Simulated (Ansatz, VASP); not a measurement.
# Two plane-wave programs on Ca

The input INCAR:

```
SYSTEM = Ca
PREC = Accurate
ENCUT = 520
EDIFF = 1E-6
ISMEAR = 1
SIGMA = 0.03
LREAL = .False.
LASPH = .True.
NELM = 60
ALGO = Normal
ISIF = 2
LWAVE = .False.
LCHARG = .True.
GGA = PE
LELF = .True.
LVHAR = .True.
NBANDS = 11
```

File KPOINTS:

```
Automatic mesh
0
Gamma
  10 10 10
  0 0 0
```

Contents of POSCAR:

```
Ca
1.0
    0.0000000000      2.7627089163      2.7627089163
    2.7627089163      0.0000000000      2.7627089163
    2.7627089163      2.7627089163      0.0000000000
Ca
1
Direct
    0.0000000000      0.0000000000      0.0000000000
```

Input for Ansatz:

```yaml
crystal:
  lattice:
    - [0.0, 2.7627089163, 2.7627089163]
    - [2.7627089163, 0.0, 2.7627089163]
    - [2.7627089163, 2.7627089163, 0.0]
  atoms:
    - { symbol: Ca, position: [0.0, 0.0, 0.0] }
hamiltonian:
  xc: pbe
  pseudopotentials:
    kind: paw
    azcp:
      Ca: "pseudopotentials/Ca.paw.azcp"
basis:
  ecutwfc: 420
  fft_grid_basis: typed
kpoints:
  mp_grid: { grid: [10, 10, 10], shift: [0, 0, 0] }
magnetization:
  spin_polarized: false
scf:
  occupations: { method: cold, width: 0.03 }
  lower_state_search: "off"
output:
  stress: true
```

Alike in both runs: task single point; functional PBE; k mesh 10 × 10 × 10; no spin polarisation.

```csv
,VASP,Ansatz
version,VASP 6.6.1,Ansatz 0.2.0
potentials or method,"VASP PAW PBE potentials, release 64 (Ca_sv), cutoff 520 eV","plane waves (420 eV) with PAW, scalar-relativistic"
occupations,"methfessel-paxton of order 1, width 0.03 eV","cold, width 0.03 eV"
valence electrons in the cell,10,10
```

```csv
,VASP,Ansatz,Ansatz less VASP
pressure (GPa),0.0,0.0,0.00
```
